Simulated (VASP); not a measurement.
## Cd: relaxation of cell and atoms with PBE

Crystal: Cd.

```
CELL_PARAMETERS angstrom
0.00000 1.91208 1.91208
1.91208 0.00000 1.91208
1.91208 1.91208 0.00000
ATOMIC_POSITIONS crystal
Cd 0.00000 0.00000 0.00000
```

```json
{"Program": "VASP 6.6.1", "Task": "relaxation of cell and atoms", "Functional": "PBE", "Potentials or basis": "VASP PAW PBE potentials, release 64 (Cd)", "Cutoff": "600 eV", "k mesh": "17 × 17 × 17", "Occupations": "fermi-dirac, width 0.05 eV", "Spin": "no spin polarisation", "Target pressure": "84 GPa", "Dipole correction": "no", "Further INCAR settings": "ALGO = Normal; EDIFF = 1e-06; IBRION = 2; EDIFFG = -0.005; NSW = 60; ISIF = 3"}
```

```json
{
 "Relaxed volume": "14.06 Å³/atom",
 "Relaxed cell": "a = 2.709 Å, b = 2.709 Å, c = 2.709 Å, α = 60.00°, β = 60.00°, γ = 60.00°",
 "Space group after relaxing (to 0.05 Å)": "Fm-3m (No. 225)",
 "Energy change on relaxing (the enthalpy is what falls)": "-40.7 meV/atom",
 "Ionic steps": "3",
 "Pressure after relaxing": "84.0 GPa",
 "Band gap on the k mesh": "zero (band 6 reaches 8.59 eV, above the bottom of band 7 at 6.89 eV)"
}
```

The path:
```tsv
step	energy change (eV)	largest force (eV/Å)	pressure (GPa)	volume (Å³)
1	0.0000	0.0000	86.24	13.98
2	-0.2004	0.0000	75.16	14.38
3	-0.0407	0.0000	84.01	14.06
```

Final structure:
```
Cd
1.0
     0.00000    1.91557    1.91557
     1.91557    0.00000    1.91557
     1.91557    1.91557    0.00000
Cd
1
Cartesian
  0.0000 0.0000 0.0000
```

Levels at points of the mesh, in eV from the Fermi level:
```
           k point  band 2  band 3  band 4  band 5  band 6  band 7  band 8  band 9  band 10
(0.00, 0.00, 0.00)  -11.46  -11.46  -11.46  -10.33  -10.33   14.69   18.71   18.71    18.71
```

Wall time 24 s on 1 thread of Intel(R) Xeon(R) Platinum 8488C (Sapphire Rapids) (shared host), peak memory 0.17 GiB.

Caveat: the cell is relaxed towards a set pressure, so the enthalpy falls and the energy may rise.
